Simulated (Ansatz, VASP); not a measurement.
Te2Mo in VASP and in Ansatz

INCAR

```
SYSTEM = Te2Mo
PREC     = Accurate       ! precision mode
ENCUT    = 520            ! plane-wave cutoff, eV
EDIFF    = 1E-6           ! SCF threshold, eV
ISMEAR   = 0              ! smearing method
SIGMA    = 0.02           ! smearing width, eV
LREAL    = .FALSE.        ! projectors in reciprocal space
LASPH    = .TRUE.         ! aspherical terms in the spheres
NELM     = 60             ! most SCF steps
ALGO     = Normal         ! electronic algorithm
ISIF     = 2              ! what is computed and relaxed
LWAVE    = .FALSE.        ! write WAVECAR
LCHARG   = .FALSE.        ! write CHGCAR
LDIPOL   = .TRUE.       
IDIPOL   = 3            
DIPOL    = 0.5 0.5 0.500
GGA      = PE             ! functional
IVDW     = 12             ! dispersion correction
NBANDS   = 20             ! bands
```

Contents of KPOINTS:

```
Automatic mesh
0
G
  9 9 1
  0 0 0
```

The input POSCAR:

```
Te2Mo
1.0
    3.5970000000      0.0000000000      0.0000000000
   -1.7985000000      3.1150933774      0.0000000000
    0.0000000000      0.0000000000     33.2698832047
Te Mo
2 1
Direct
    0.3333333333      0.6666666667      0.4453860421
    0.3333333333      0.6666666667      0.5546139579
    0.6666666667      0.3333333333      0.5000000000
```

Input for Ansatz:

```yaml
crystal:
  lattice:
    - [3.597, 0.0, 0.0]
    - [-1.7985, 3.1150933774, 0.0]
    - [0.0, 0.0, 33.2698832047]
  atoms:
    - { symbol: Te, position: [0.3333333333, 0.6666666667, 0.4453860421] }
    - { symbol: Mo, position: [0.6666666667, 0.3333333333, 0.5] }
    - { symbol: Te, position: [0.3333333333, 0.6666666667, 0.5546139579] }
  periodic: [true, true, false]
basis:
  ecutwfc: 420
kpoints:
  mp_grid: { grid: [9, 9, 1] }
hamiltonian:
  xc: pbe
  pseudopotentials: { kind: paw, azcp: { folder: soft_1 } }
  dispersion: d3bj
scf:
  occupations: { method: gaussian, width: 0.02 }
output:
  forces: true
  stress: true
  eigenvalues: true
```

Alike in both runs: task single point; functional PBE; dispersion D3(BJ); k mesh 9 × 9 × 1; occupations gaussian, width 0.02 eV; no spin polarisation.

```csv
,VASP,Ansatz
version,VASP 6.6.1,Ansatz 0.2.0
potentials or method,"VASP PAW PBE potentials, release 64 (Te, Mo_sv), cutoff 520 eV","scalar-relativistic, plane waves, PAW"
valence electrons in the cell,26,46
```

|  | VASP | Ansatz | Ansatz less VASP |
| --- | --- | --- | --- |
| gap on the k mesh at the Fermi level (eV) | 1.01 | 1.01 | +0.001 |
| least direct gap on the mesh (eV) | 1.01 | 1.01 | +0.001 |
| rms of the force components (eV/Å) | 0.203 | 0.209 | +0.0057 |

VASP's potentials hold 26 valence electrons a cell and Ansatz's 46, so a difference there can come from the potentials and not from the codes.

Neither program's run includes spin-orbit coupling.
